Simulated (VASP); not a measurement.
Input of a VASP 6.6.1 run:

File INCAR:

```
SYSTEM = Zr
PREC     = Accurate       ! precision mode
ENCUT    = 520            ! plane-wave cutoff, eV
EDIFF    = 1E-6           ! SCF threshold, eV
ISMEAR   = -1             ! smearing method
SIGMA    = 0.05           ! smearing width, eV
LREAL    = .False.        ! projectors in reciprocal space
LASPH    = .True.         ! aspherical terms in the spheres
NELM     = 60             ! most SCF steps
ALGO     = Normal         ! electronic algorithm
ISIF     = 2              ! what is computed and relaxed
LWAVE    = .False.        ! write WAVECAR
LCHARG   = .False.        ! write CHGCAR
GGA      = PE             ! functional
NBANDS   = 19             ! bands
```

The input KPOINTS:

```
Automatic mesh
0
Gamma
  12 12 7
  0 0 0
```

POSCAR

```
Zr
1.0
    3.2818577673      0.0000000000      0.0000000000
   -1.6409288837      2.8421721981      0.0000000000
    0.0000000000      0.0000000000      5.2402833316
Zr
2
Direct
    0.3333333333      0.6666666667      0.2500000000
    0.6666666667      0.3333333333      0.7500000000
```

Potentials or basis: VASP PAW PBE potentials, release 64 (Zr_sv).

Launch:

```sh
$ cat potpaw_PBE.64/Zr_sv/POTCAR > POTCAR
$ mpirun -np 1 vasp_std > vasp.out
```

Problem. Predict the band gap on the k mesh.

Solution. Zero (band 12 reaches 9.32 eV, above the bottom of band 13 at 8.24 eV).

Problem. What does it give for the pressure?

Solution. -3.8 GPa.
